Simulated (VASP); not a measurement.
Runs of VASP 6.6.1 on WSe. The structure is that of space group Fm-3m (No. 225), or close to it. The cells are those of the table. 

| task | spin | cell | k mesh | cutoff (eV) | gap on the mesh (eV) | pressure (GPa) | moment (μB) |
| --- | --- | --- | --- | --- | --- | --- | --- |
| single point | off | a = 3.772 Å, angles 60.0°, 2 atoms | 12 × 12 × 12 | 520 | none | 1.0 | - |
| single point | off | a = 4.035 Å, angles 60.0°, 2 atoms | 12 × 12 × 12 | 520 | none | (a) | - |
| relaxation of cell and atoms | collinear, ferromagnetic start | relaxed from a = 3.564 Å, angles 60.0°, 2 atoms | 6 × 6 × 6 | 600 | none | -0.1 | 3.97 |
| single point | collinear, ferromagnetic start | a = 4.037 Å, angles 60.0°, 2 atoms | 6 × 6 × 6 | 520 | none | (c) | 3.98 |
| single point | off | a = 3.980 Å, angles 60.0°, 2 atoms | 12 × 12 × 12 | 520 | none | -13.4 | - |
| single point | collinear, ferromagnetic start | a = 3.746 Å, angles 60.0°, 2 atoms | 12 × 12 × 12 | 520 | none | (b) | 3.47 |

Alike in all rows: level r2SCAN+U; potentials or basis VASP PAW PBE potentials, release 64 (W_sv, Se); W d U = 6.2 eV; smearing gaussian 0.1 eV.

Fill in the values left out.

(a) -15.5; (b) 20.2; (c) -2.4.

Caveats: the PAW data sets were made with another functional, which shifts forces and pressure a little; spin-orbit coupling is left out, which moves the levels of the heavy elements; U without spin polarisation on a metal has little footing (some runs); the electronic state changed during the relaxation (some runs).

A k mesh can miss the band edges, and the runs leave out spin-orbit coupling on Se, W.

A gap of «none» marks levels without a gap at the run's occupations.
